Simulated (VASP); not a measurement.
# Cs (Fm-3m) in VASP: further runs, part 2 of 2

VASP 6.6.1. Earlier steps stand in the parts before.

## Step 3: Single point, LDA (volume scaled by 0.55)

INCAR

```
SYSTEM = Cs
PREC = Accurate
ENCUT = 520
EDIFF = 1E-7
ISMEAR = -1
SIGMA = 0.1
LREAL = .FALSE.
LASPH = .TRUE.
NELM = 80
ALGO = Normal
ISIF = 2
LWAVE = .FALSE.
LCHARG = .FALSE.
NBANDS = 10
```

KPOINTS

```
Automatic mesh
0
G
  10 10 10
  0 0 0
```

POSCAR

```
Cs
1.0
    0.0000000000      2.9771768076      2.9771768076
    2.9771768076      0.0000000000      2.9771768076
    2.9771768076      2.9771768076      0.0000000000
Cs
1
Direct
    0.0000000000      0.0000000000      0.0000000000
```

Potentials or basis: VASP PAW LDA potentials, release 64 (Cs_sv).

On the command line:

```bash
$ cat potpaw_LDA.64/Cs_sv/POTCAR > POTCAR
$ mpirun -np 1 vasp_std > vasp.out
```

Run time: 17 s. Hardware: 1 thread of Intel Xeon Platinum 8259CL at 2.50GHz (Skylake/Cascade Lake), shared host; peak memory 0.16 GiB.

It converged, with:

```yaml
Free_energy: -0.7276 eV
Pressure: 2.9 GPa
```

Levels at points of the mesh, in eV from the Fermi level:
| k point | band 1 | band 2 | band 3 | band 4 | band 5 | band 6 | band 7 | band 8 | band 9 | band 10 |
| --- | --- | --- | --- | --- | --- | --- | --- | --- | --- | --- |
| (0.00, 0.00, 0.00) | -23.76 | -9.91 | -9.91 | -9.91 | -2.14 | 2.79 | 2.79 | 2.79 | 5.06 | 5.06 |
| (0.50, 0.00, 0.00) | -23.59 | -11.30 | -10.08 | -10.08 | -0.44 | 2.51 | 2.51 | 2.74 | 6.29 | 6.87 |
| (0.50, 0.50, 0.00) | -23.53 | -11.19 | -10.39 | -10.39 | -0.69 | 0.16 | 4.16 | 6.94 | 7.31 | 7.31 |

Caveat: spin-orbit coupling is left out, which moves the levels of the heavy elements.

## Step 4: Single point, LDA (volume scaled by 0.55)

INCAR

```
SYSTEM = Cs
PREC = Accurate ; ENCUT = 520
EDIFF = 1E-6 ; ISMEAR = -1
SIGMA = 0.1 ; LREAL = .False.
LASPH = .True. ; NELM = 80
ALGO = Normal ; ISIF = 2
LWAVE = .False. ; LCHARG = .False.
GGA = CA ; NBANDS = 10
```

KPOINTS

```
Automatic mesh
0
Gamma
  10 10 10
  0 0 0
```

POSCAR is that of step 3.

Potentials or basis: VASP PAW LDA potentials, release 64 (Cs_sv).

On the command line:

```bash
$ cat potpaw_LDA.64/Cs_sv/POTCAR > POTCAR
$ mpirun -np 1 vasp_std > vasp.out
```

OUTCAR:

```text
SYSTEM = Cs
   PREC = Accurate
   ENCUT = 520
   EDIFF = 1E-6
   ISMEAR = -1
   LREAL = .False.
   LASPH = .True.
   NELM = 80
   ISIF = 2
   GGA = CA

 ion  position               nearest neighbor table
   1  0.000  0.000  0.000-

  LATTYP: Found a face centered cubic cell.
 ALAT       =     5.9543536152

  Lattice vectors:

 A1 = (   0.0000000000,   2.9771768076,   2.9771768076)
 A2 = (   2.9771768076,   0.0000000000,   2.9771768076)
 A3 = (   2.9771768076,   2.9771768076,   0.0000000000)

Analysis of symmetry for initial positions (statically):
[... 482 lines left out ...]
      5       2.8632      1.82459
      6       3.7284      0.00363
      7       5.7870      0.00000
      8       7.8234      0.00000
      9       8.5431      0.00000
     10       9.8250      0.00000

 [... further k-points ...]
[... 5 lines left out ...]
  --------------------------------------------------------------------------------------
  -------------------------------------------------------------------------------------
  Total        0.9689100      0.9689100      0.9689100      0.0000000      0.0000000      0.0000000
  in kB       29.4137334     29.4137334     29.4137334      0.0000000      0.0000000      0.0000000
  external PRESSURE =      29.4137334 kB  Pullay stress =       0.0000000 kB

 VOLUME and BASIS-vectors are now :
 -----------------------------------------------------------------------------
  energy-cutoff  :      520.00
  volume of cell :       52.78
      direct lattice vectors                 reciprocal lattice vectors
     0.000000000  2.977176808  2.977176808    -0.167944342  0.167944342  0.167944342
     2.977176808  0.000000000  2.977176808     0.167944342 -0.167944342  0.167944342
     2.977176808  2.977176808  0.000000000     0.167944342  0.167944342 -0.167944342

 POSITION                                       TOTAL-FORCE (eV/Angst)
 -----------------------------------------------------------------------------------
      0.00000      0.00000      0.00000         0.000000      0.000000     -0.000000
 -----------------------------------------------------------------------------------
    total drift:                               -0.000000      0.000000      0.000000

  FREE ENERGIE OF THE ION-ELECTRON SYSTEM (eV)
  ---------------------------------------------------
  free  energy   TOTEN  =        -0.7275568256 eV

  energy  without entropy=       -0.6778440485  energy(sigma->0) =       -0.70270044
```

OSZICAR:

```text
N       E                     dE             d eps       ncg     rms          rms(c)
DAV:   1     0.431400631059E+02    0.43140E+02   -0.37146E+03   940   0.706E+02
DAV:   2     0.191723970066E+01   -0.41223E+02   -0.40214E+02  1132   0.119E+02
DAV:   3    -0.731599677137E+00   -0.26488E+01   -0.26444E+01  1124   0.331E+01
DAV:   4    -0.751745921451E+00   -0.20146E-01   -0.20143E-01  1130   0.323E+00
DAV:   5    -0.751829643820E+00   -0.83722E-04   -0.83721E-04  1100   0.210E-01    0.539E-01
DAV:   6    -0.733453194965E+00    0.18376E-01   -0.24245E-02  1048   0.733E-01    0.260E-01
DAV:   7    -0.727716916736E+00    0.57363E-02   -0.19650E-02  1032   0.658E-01    0.845E-02
DAV:   8    -0.727558375040E+00    0.15854E-03   -0.16818E-04  1104   0.982E-02    0.677E-03
DAV:   9    -0.727557373454E+00    0.10016E-05   -0.13058E-06  1092   0.757E-03    0.429E-03
DAV:  10    -0.727556825561E+00    0.54789E-06   -0.55180E-07   746   0.497E-03
   1 F= -.72755683E+00 E0= -.70270044E+00  d E =-.497128E-01
```

stdout:

```text
POSCAR found type information on POSCAR Cs
 POSCAR found :  1 types and       1 ions
 scaLAPACK will be used
 LDA part: xc-table for (Slater(with rela. corr.)+CA(PZ))
 , standard interpolation
 POSCAR, INCAR and KPOINTS ok, starting setup
 FFT: planning ... GRIDC
 FFT: planning ... GRID_SOFT
 FFT: planning ... GRID
 WAVECAR not read
 entering main loop
```

It took 14 s on 1 thread of Intel Xeon Platinum 8259CL at 2.50GHz (Skylake/Cascade Lake), shared host; peak memory 0.16 GiB.

What came out:

```yaml
Free_energy: -0.7276 eV
Pressure: 2.9 GPa
```

Levels at points of the mesh, in eV from the Fermi level:
```tsv
k point	band 3	band 4	band 5	band 6	band 7	band 8
(0.00, 0.00, 0.00)	-9.91	-9.91	-2.14	2.79	2.79	2.79
(0.50, 0.00, 0.00)	-10.08	-10.08	-0.44	2.51	2.51	2.74
(0.50, 0.50, 0.00)	-10.39	-10.39	-0.69	0.16	4.16	6.94
```

Caveat: spin-orbit coupling is left out, which moves the levels of the heavy elements.

## Step 5: Single point, LDA (volume scaled by 0.65)

INCAR

```
PREC     = Accurate       # precision mode
ENCUT    = 520            # plane-wave cutoff, eV
EDIFF    = 1E-6           # SCF threshold, eV
ISMEAR   = -1             # smearing method
SIGMA    = 0.1            # smearing width, eV
LREAL    = False          # projectors in reciprocal space
LASPH    = True           # aspherical terms in the spheres
NELM     = 100            # most SCF steps
ALGO     = Normal         # electronic algorithm
ISIF     = 2              # what is computed and relaxed
LWAVE    = False          # write WAVECAR
LCHARG   = True           # write CHGCAR
LELF     = True           # ELF
LVHAR    = True         
NBANDS   = 10             # bands
```

KPOINTS

```
Automatic mesh
0
Gamma
  10 10 10
```

POSCAR

```
Cs
1.0
    0.0000000000      3.1476626652      3.1476626652
    3.1476626652      0.0000000000      3.1476626652
    3.1476626652      3.1476626652      0.0000000000
Cs
1
Direct
    0.0000000000      0.0000000000      0.0000000000
```

On the command line:

```bash
$ cat potpaw_LDA.64/Cs_sv/POTCAR > POTCAR
$ mpirun -np 1 vasp_std > vasp.out
```

It took 24 s on 1 thread of Intel Xeon Platinum 8259CL at 2.50GHz (Skylake/Cascade Lake), shared host; peak memory 0.17 GiB.

It converged, with:

| Item | Value |
| --- | --- |
| Free energy | -0.8676 eV |
| Pressure | 1.8 GPa |

Levels at points of the mesh, in eV from the Fermi level:
```tsv
k point	band 2	band 3	band 4	band 5	band 6	band 7	band 8	band 9
(0.00, 0.00, 0.00)	-10.07	-10.07	-10.07	-2.16	2.71	2.71	2.71	4.64
(0.50, 0.00, 0.00)	-10.98	-10.19	-10.19	-0.34	2.07	2.48	2.48	5.91
(0.50, 0.50, 0.00)	-10.91	-10.39	-10.39	-0.40	0.43	3.25	6.21	6.40
```

Caveat: spin-orbit coupling is left out, which moves the levels of the heavy elements.

## Step 6: Overview

| cell | gap on the mesh (eV) | pressure (GPa) |
| --- | --- | --- |
| a = 3.938 Å, angles 60.0°, 1 atom | none | 4.6 |
| a = 4.210 Å, angles 60.0°, 1 atom | none | 2.9 |
| a = 4.451 Å, angles 60.0°, 1 atom | none | 1.8 |

Alike in all rows: task single point; level LDA; potentials or basis VASP PAW LDA potentials, release 64 (Cs_sv); no spin polarisation; k mesh 10 × 10 × 10; cutoff (eV) 520; smearing fermi-dirac 0.1 eV.

Caveats: spin-orbit coupling is left out, which moves the levels of the heavy elements.

Absolute energies hang on the potentials; compare differences alone.
